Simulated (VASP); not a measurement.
# MnO (Fm-3m) in VASP: notebook

Runs on MnO. Level: LDA. Tasks: single point.

All numbers are computed with VASP 6.6.1; they aren't measurements. Logs are shortened: lines on timing, memory, paths and dates and some standing lists are left out, and cuts for length are marked.

## 1. The cell of the first run

The structure is cubic, space group Fm-3m (No. 225). Conventional cell: a = 4.418 Å, b = 4.418 Å, c = 4.418 Å, α = 90.00°, β = 90.00°, γ = 90.00°. Mn (site symmetry m-3m) has 6 O at 2.21 Å within 2.9 Å. O (site symmetry m-3m) has 6 Mn at 2.21 Å within 2.9 Å.

## 2. Single point, LDA, collinear spin, ferromagnetic start (volume scaled by 0.98)

INCAR reads:

```
SYSTEM = MnO
PREC = Accurate
ENCUT = 520
EDIFF = 1E-7
ISMEAR = -1
SIGMA = 0.05
LREAL = .FALSE.
LASPH = .TRUE.
NELM = 150
ALGO = Normal
ISIF = 2
LWAVE = .FALSE.
LCHARG = .FALSE.
ISPIN = 2
MAGMOM = 4 0
LORBIT = 11
LMAXMIX = 4
NBANDS = 20
```

KPOINTS reads:

```
Automatic mesh
0
G
  10 10 10
  0 0 0
```

POSCAR reads:

```
MnO
1.0
    0.0000000000      2.2089816980      2.2089816980
    2.2089816980      0.0000000000      2.2089816980
    2.2089816980      2.2089816980      0.0000000000
Mn O
1 1
Direct
    0.0000000000      0.0000000000      0.0000000000
    0.5000000000      0.5000000000      0.5000000000
```

Potentials or basis: VASP PAW LDA potentials, release 64 (Mn_pv, O).

Command:

```console
cat potpaw_LDA.64/Mn_pv/POTCAR potpaw_LDA.64/O/POTCAR > POTCAR
mpirun -np 1 vasp_std > vasp.out
```

OUTCAR:

```text
SYSTEM = MnO
   PREC = Accurate
   ENCUT = 520
   EDIFF = 1E-7
   ISMEAR = -1
   LREAL = .FALSE.
   LASPH = .TRUE.
   NELM = 150
   ISIF = 2
   ISPIN = 2
   LORBIT = 11

 ion  position               nearest neighbor table
   1  0.000  0.000  0.000-   2 2.21   2 2.21   2 2.21   2 2.21   2 2.21   2 2.21
   2  0.500  0.500  0.500-   1 2.21   1 2.21   1 2.21   1 2.21   1 2.21   1 2.21

  LATTYP: Found a face centered cubic cell.
 ALAT       =     4.4179633960

  Lattice vectors:

 A1 = (   0.0000000000,   2.2089816980,   2.2089816980)
 A2 = (   2.2089816980,   0.0000000000,   2.2089816980)
 A3 = (   2.2089816980,   2.2089816980,   0.0000000000)

Analysis of symmetry for initial positions (statically):
=====================================================================
 Subroutine PRICEL returns:
 Original cell was already a primitive cell.

 Routine SETGRP: Setting up the symmetry group for a
 face centered cubic supercell.

 Subroutine GETGRP returns: Found 48 space group operations
 (whereof 48 operations were pure point group operations)
 out of a pool of 48 trial point group operations.

The static configuration has the point symmetry O_h .

Analysis of symmetry for dynamics (positions and initial velocities):
=====================================================================
 Subroutine PRICEL returns:
 Original cell was already a primitive cell.

 Routine SETGRP: Setting up the symmetry group for a
 face centered cubic supercell.

 Subroutine GETGRP returns: Found 48 space group operations
 (whereof 48 operations were pure point group operations)
 out of a pool of 48 trial point group operations.

The dynamic configuration has the point symmetry O_h .

Analysis of structural, dynamic, and magnetic symmetry:
=====================================================================
 Subroutine PRICEL returns:
 Original cell was already a primitive cell.

 Routine SETGRP: Setting up the symmetry group for a
 face centered cubic supercell.

 Subroutine GETGRP returns: Found 48 space group operations
 (whereof 48 operations were pure point group operations)
 out of a pool of 48 trial point group operations.

The overall configuration has the point symmetry O_h .

 Subroutine INISYM returns: Found 48 space group operations
 (whereof 48 operations are pure point group operations),
 and found     1 'primitive' translations

----------------------------------------------------------------------------------------

[... 113 lines left out ...]
  volume/ion in A,a.u.               =      10.78        72.74
  Fermi-wavevector in a.u.,A,eV,Ry     =   1.569606  2.966125 33.520159  2.463662
  Thomas-Fermi vector in A             =   2.671463
   LORBIT       =     11    0 simple, 1 ext, 2 COOP (PROOUT), +10 PAW based schemes
   GGA     = CA    functional components
   LHFCALC =     F    Hartree Fock is set to
   AEXX    =    0.0000 exact exchange contribution
   IVDW    =     0    specifies the selected vdW correction
   LEPSILON=     F    determine dielectric tensor
   LRPA    =     F    only Hartree local field effects (RPA)
 spin polarized calculation
  energy-cutoff  :      520.00
  volume of cell :       21.56
 maximum number of plane-waves:       589
   NGX = 11   NGY = 11   NGZ = 11

 number of electron      18.9999996 magnetization       4.4424126

 Free energy of the ion-electron system (eV)
  ---------------------------------------------------
  ext. energy  EPLUGINS =         0.00000000
  ---------------------------------------------------
  free energy    TOTEN  =       -17.63354298 eV

  energy without entropy =      -17.62276667  energy(sigma->0) =      -17.62815482

 E-fermi :   7.4332     XC(G=0): -12.4998

 val. band max:        7.4010725108   @ k =   0.4000   0.2000   0.0000
 cond. band min:       7.4593430063   @ k =   0.5000   0.3000   0.1000
 fundamental gap:      0.0582704955
 Fermi energy:         7.4332347991

 spin component 1

 k-point     1 :       0.0000    0.0000    0.0000
  band No.  band energies     occupation
      1     -42.2788      1.00000
      2     -42.2788      1.00000
      3     -42.2788      1.00000
      4     -12.7766      1.00000
      5       3.5034      1.00000
      6       3.5034      1.00000
[... 541 lines left out ...]
     19      32.3683      0.00000
     20      34.0927      0.00000

 [... further k-points ...]

 spin component 2

 k-point     1 :       0.0000    0.0000    0.0000
  band No.  band energies     occupation
      1     -38.2591      1.00000
      2     -38.2591      1.00000
      3     -38.2591      1.00000
      4     -12.3481      1.00000
      5       3.9061      1.00000
      6       3.9061      1.00000
[... 541 lines left out ...]
     19      33.3957      0.00000
     20      34.9918      0.00000

 [... further k-points ...]

------------------------ aborting loop because EDIFF is reached ----------------------------------------

  FORCE on cell =-STRESS in cart. coord.  units (eV):
  Direction    XX          YY          ZZ          XY          YZ          ZX
  --------------------------------------------------------------------------------------
  -------------------------------------------------------------------------------------
  Total       -2.2293056     -2.2293056     -2.2293056      0.0000000      0.0000000     -0.0000000
  in kB     -165.6814297   -165.6814297   -165.6814297      0.0000000      0.0000000     -0.0000000
  external PRESSURE =    -165.6814297 kB  Pullay stress =       0.0000000 kB

 VOLUME and BASIS-vectors are now :
 -----------------------------------------------------------------------------
  energy-cutoff  :      520.00
  volume of cell :       21.56
      direct lattice vectors                 reciprocal lattice vectors
     0.000000000  2.208981698  2.208981698    -0.226348639  0.226348639  0.226348639
     2.208981698  0.000000000  2.208981698     0.226348639 -0.226348639  0.226348639
     2.208981698  2.208981698  0.000000000     0.226348639  0.226348639 -0.226348639

 POSITION                                       TOTAL-FORCE (eV/Angst)
 -----------------------------------------------------------------------------------
      0.00000      0.00000      0.00000         0.000000      0.000000      0.000000
      2.20898      2.20898      2.20898         0.000000      0.000000      0.000000
 -----------------------------------------------------------------------------------
    total drift:                                0.000000     -0.000000     -0.000000

  FREE ENERGIE OF THE ION-ELECTRON SYSTEM (eV)
  ---------------------------------------------------
  free  energy   TOTEN  =       -17.6335429834 eV

  energy  without entropy=      -17.6227666657  energy(sigma->0) =      -17.62815482

 total charge

# of ion       s       p       d       tot
------------------------------------------
    1        0.209   6.182   5.009  11.399
    2        1.550   3.381   0.000   4.931
--------------------------------------------------
tot          1.759   9.563   5.009  16.330

 magnetization (x)

# of ion       s       p       d       tot
------------------------------------------
    1        0.029   0.020   4.001   4.050
    2        0.029   0.146   0.000   0.175
--------------------------------------------------
tot          0.058   0.165   4.001   4.224
```

stdout:

```text
POSCAR found type information on POSCAR MnO
 POSCAR found :  2 types and       2 ions
 scaLAPACK will be used
 LDA part: xc-table for (Slater(with rela. corr.)+CA(PZ))
 , standard interpolation
 POSCAR, INCAR and KPOINTS ok, starting setup
 FFT: planning ... GRIDC
 FFT: planning ... GRID_SOFT
 FFT: planning ... GRID
 WAVECAR not read
 entering main loop
```

Wall time 45 s (1 thread of Intel Xeon 8259CL, shared host); peak memory 0.15 GiB.

Results:

```
Free energy                                           : -17.6335 eV
Pressure                                              : -16.6 GPa
Net moment                                            : 4.44 μB per cell
Site moments                                          : Mn +4.05; O +0.17 μB
Valence electrons inside the program's atomic spheres : Mn 11.40; O 4.93
```

Caveat: a cell with one magnetic atom can't hold antiferromagnetic order, which such compounds often take; semilocal functionals often make such compounds metallic where correlation or magnetic order opens a gap, which also shifts bond lengths.

## 3. Single point, LDA, collinear spin, ferromagnetic start (volume scaled by 1.02)

INCAR reads:

```
ALGO     = Normal         # electronic algorithm
EDIFF    = 1E-6           # SCF threshold, eV
ENCUT    = 520            # plane-wave cutoff, eV
ISIF     = 2              # what is computed and relaxed
ISMEAR   = -1             # smearing method
ISPIN    = 2              # spin polarisation
LASPH    = T              # aspherical terms in the spheres
LCHARG   = F              # write CHGCAR
LMAXMIX  = 4              # l up to which the mixer works
LORBIT   = 11             # projections on sites
LREAL    = F              # projectors in reciprocal space
LWAVE    = F              # write WAVECAR
MAGMOM   = 4 0            # initial moments
NBANDS   = 20             # bands
NELM     = 150            # most SCF steps
PREC     = Accurate       # precision mode
SIGMA    = 0.05           # smearing width, eV
```

KPOINTS reads:

```
k-points
0
Gamma
  10 10 10
```

POSCAR reads:

```
MnO
1.0
    0.0000000000      2.2386359976      2.2386359976
    2.2386359976      0.0000000000      2.2386359976
    2.2386359976      2.2386359976      0.0000000000
Mn O
1 1
Direct
    0.0000000000      0.0000000000      0.0000000000
    0.5000000000      0.5000000000      0.5000000000
```

Potentials or basis: VASP PAW LDA potentials, release 64 (Mn_pv, O).

Command:

```console
cat potpaw_LDA.64/Mn_pv/POTCAR potpaw_LDA.64/O/POTCAR > POTCAR
mpirun -np 1 vasp_std > vasp.out
```

Run time: 46 s. Hardware: 1 thread of Intel Xeon 8259CL, shared host; peak memory 0.15 GiB.

It converged, with:

| Property | Result |
| --- | --- |
| Free energy | -17.5373 eV |
| Pressure | -18.9 GPa |
| Net moment | 4.59 μB per cell |
| Site moments | Mn +4.17; O +0.19 μB |
| Valence electrons inside the program's atomic spheres | Mn 11.36; O 4.92 |

Levels at points of the mesh, in eV from the Fermi level:
Spin up:
```
           k point  band 8  band 9  band 10  band 11  band 12  band 13  band 14  band 15  band 16  band 17
(0.00, 0.00, 0.00)   -2.95   -2.95    -2.95    -2.47    -2.47    -0.45    13.96    16.14    16.14    16.14
(0.50, 0.00, 0.00)   -2.07   -2.07    -1.68     0.30     0.30     3.49     7.56    11.68    11.68    18.26
(0.50, 0.50, 0.00)   -3.94   -2.05    -1.80    -1.80    -1.71     4.91     7.69    10.37    13.38    13.38
```
Spin down:
| k point | band 5 | band 6 | band 7 | band 8 | band 9 | band 10 |
| --- | --- | --- | --- | --- | --- | --- |
| (0.00, 0.00, 0.00) | -3.29 | -3.29 | -3.29 | 0.42 | 0.42 | 0.42 |
| (0.50, 0.00, 0.00) | -7.29 | -4.79 | -4.79 | 1.59 | 1.60 | 1.60 |
| (0.50, 0.50, 0.00) | -6.30 | -4.25 | -4.25 | -1.07 | 1.62 | 1.82 |

Caveat: a cell with one magnetic atom can't hold antiferromagnetic order, which such compounds often take; semilocal functionals often make such compounds metallic where correlation or magnetic order opens a gap, which also shifts bond lengths.

## 4. Single point, LDA, collinear spin, ferromagnetic start (volume scaled by 1.04)

INCAR reads:

```
SYSTEM = MnO
ALGO = Normal
EDIFF = 1E-6
ENCUT = 520
GGA = CA
ISIF = 2
ISMEAR = -1
ISPIN = 2
LASPH = .TRUE.
LCHARG = .TRUE.
LELF = .TRUE.
LMAXMIX = 4
LORBIT = 11
LREAL = .FALSE.
LVHAR = .TRUE.
LWAVE = .FALSE.
MAGMOM = 4 0
NBANDS = 20
NELM = 150
PREC = Accurate
SIGMA = 0.05
```

KPOINTS reads:

```
k-points
0
G
  10 10 10
  0 0 0
```

POSCAR reads:

```
MnO
1.0
    0.0000000000      2.2531730023      2.2531730023
    2.2531730023      0.0000000000      2.2531730023
    2.2531730023      2.2531730023      0.0000000000
Mn O
1 1
Direct
    0.0000000000      0.0000000000      0.0000000000
    0.5000000000      0.5000000000      0.5000000000
```

Command:

```console
cat potpaw_LDA.64/Mn_pv/POTCAR potpaw_LDA.64/O/POTCAR > POTCAR
mpirun -np 1 vasp_std > vasp.out
```

Run time: 46 s. Hardware: 1 thread of Intel Xeon 8259CL, shared host; peak memory 0.15 GiB.

The run converged. Its results:

| Property | Result |
| --- | --- |
| Free energy | -17.4847 eV |
| Pressure | -19.9 GPa |
| Net moment | 4.66 μB per cell |
| Site moments | Mn +4.22; O +0.19 μB |
| Valence electrons inside the program's atomic spheres | Mn 11.34; O 4.91 |

Levels at points of the mesh, in eV from the Fermi level:
Spin up:
```csv
k point,band 8,band 9,band 10,band 11,band 12,band 13,band 14,band 15,band 16,band 17
"(0.00, 0.00, 0.00)",-2.92,-2.92,-2.92,-2.45,-2.45,-0.52,13.92,15.99,15.99,15.99
"(0.50, 0.00, 0.00)",-2.07,-2.07,-1.68,0.26,0.26,3.46,7.42,11.57,11.57,18.02
"(0.50, 0.50, 0.00)",-3.87,-2.05,-1.81,-1.81,-1.74,4.79,7.60,10.28,13.19,13.19
```
Spin down:
| k point | band 5 | band 6 | band 7 | band 8 | band 9 | band 10 |
| --- | --- | --- | --- | --- | --- | --- |
| (0.00, 0.00, 0.00) | -3.17 | -3.17 | -3.17 | 0.49 | 0.49 | 0.49 |
| (0.50, 0.00, 0.00) | -7.11 | -4.63 | -4.63 | 1.63 | 1.64 | 1.64 |
| (0.50, 0.50, 0.00) | -6.14 | -4.12 | -4.12 | -0.96 | 1.67 | 1.84 |

Caveat: a cell with one magnetic atom can't hold antiferromagnetic order, which such compounds often take; semilocal functionals often make such compounds metallic where correlation or magnetic order opens a gap, which also shifts bond lengths.

## 5. Single point, LDA, collinear spin, ferromagnetic start (volume scaled by 1.06)

INCAR reads:

```
SYSTEM = MnO
ALGO = Normal
EDIFF = 1E-6
ENCUT = 520
ISIF = 2
ISMEAR = -1
ISPIN = 2
LASPH = .TRUE.
LCHARG = .FALSE.
LMAXMIX = 4
LORBIT = 11
LREAL = .FALSE.
LWAVE = .FALSE.
MAGMOM = 4 0
NBANDS = 20
NELM = 150
PREC = Accurate
SIGMA = 0.05
```

KPOINTS is that of step 4.

POSCAR reads:

```
MnO
1.0
    0.0000000000      2.2675248097      2.2675248097
    2.2675248097      0.0000000000      2.2675248097
    2.2675248097      2.2675248097      0.0000000000
Mn O
1 1
Direct
    0.0000000000      0.0000000000      0.0000000000
    0.5000000000      0.5000000000      0.5000000000
```

Command:

```console
cat potpaw_LDA.64/Mn_pv/POTCAR potpaw_LDA.64/O/POTCAR > POTCAR
mpirun -np 1 vasp_std > vasp.out
```

Run time: 47 s. Hardware: 1 thread of Intel Xeon 8259CL, shared host; peak memory 0.15 GiB.

Results (log left out):

* Free energy: -17.4296 eV
* Pressure: -20.6 GPa
* Net moment: 4.73 μB per cell
* Site moments: Mn +4.27; O +0.20 μB
* Valence electrons inside the program's atomic spheres: Mn 11.32; O 4.91

Levels at points of the mesh, in eV from the Fermi level:
Spin up:
```csv
k point,band 9,band 10,band 11,band 12,band 13,band 14,band 15,band 16
"(0.00, 0.00, 0.00)",-2.91,-2.91,-2.45,-2.45,-0.59,13.87,15.85,15.85
"(0.50, 0.00, 0.00)",-2.09,-1.70,0.22,0.22,3.43,7.28,11.44,11.44
"(0.50, 0.50, 0.00)",-2.05,-1.84,-1.84,-1.77,4.66,7.52,10.18,13.00
```
Spin down:
```csv
k point,band 5,band 6,band 7,band 8,band 9,band 10
"(0.00, 0.00, 0.00)",-3.06,-3.06,-3.06,0.45,0.56,0.56
"(0.50, 0.00, 0.00)",-6.93,-4.48,-4.48,1.66,1.68,1.68
"(0.50, 0.50, 0.00)",-5.98,-3.99,-3.99,-0.85,1.70,1.85
```

Caveat: a cell with one magnetic atom can't hold antiferromagnetic order, which such compounds often take; semilocal functionals often make such compounds metallic where correlation or magnetic order opens a gap, which also shifts bond lengths.

## 6. Summary

| cell | gap on the mesh (eV) | pressure (GPa) | moment (μB) |
| --- | --- | --- | --- |
| a = 3.124 Å, angles 60.0°, 2 atoms | none | -16.6 | 4.44 |
| a = 3.166 Å, angles 60.0°, 2 atoms | none | -18.9 | 4.59 |
| a = 3.186 Å, angles 60.0°, 2 atoms | none | -19.9 | 4.66 |
| a = 3.207 Å, angles 60.0°, 2 atoms | none | -20.6 | 4.73 |

Alike in all rows: task single point; level LDA; potentials or basis VASP PAW LDA potentials, release 64 (Mn_pv, O); spin collinear, ferromagnetic start; k mesh 10 × 10 × 10; cutoff (eV) 520; smearing fermi-dirac 0.05 eV.

Caveats: a cell with one magnetic atom can't hold antiferromagnetic order, which such compounds often take; semilocal functionals often make such compounds metallic where correlation or magnetic order opens a gap, which also shifts bond lengths.

Total energies depend on the potentials used, so only differences within one code and one set of settings carry meaning.
